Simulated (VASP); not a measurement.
Here is a VASP 6.6.1 calculation.

INCAR

```
SYSTEM = NbB2
ALGO = Normal ; EDIFF = 1E-6
ENCUT = 500 ; GGA = PS
GGA_COMPAT = .False. ; ISIF = 2
ISMEAR = 0 ; LASPH = .True.
LCHARG = .False. ; LREAL = .False.
LWAVE = .False. ; NBANDS = 16
NELM = 120 ; PREC = Accurate
SIGMA = 0.1
```

KPOINTS

```
k-points
0
Gamma
  15 15 12
  0 0 0
```

Contents of POSCAR:

```
NbB2
1.0
    3.0943474809      0.0000000000      0.0000000000
   -1.5471737405      2.6797835266      0.0000000000
    0.0000000000      0.0000000000      3.2915004059
Nb B
1 2
Direct
    0.0000000000      0.0000000000      0.0000000000
    0.3333333333      0.6666666667      0.5000000000
    0.6666666667      0.3333333333      0.5000000000
```

Potentials or basis: VASP PAW PBE potentials, release 64 (Nb_sv, B).

The run is started by

```bash
$ cat potpaw_PBE.64/Nb_sv/POTCAR potpaw_PBE.64/B/POTCAR > POTCAR
$ mpirun -np 1 vasp_std > vasp.out
```

(1) What does it give for the pressure?

Results:

(1) -0.2 GPa.

Caveat: the PAW data sets were made with another functional, which shifts forces and pressure a little.
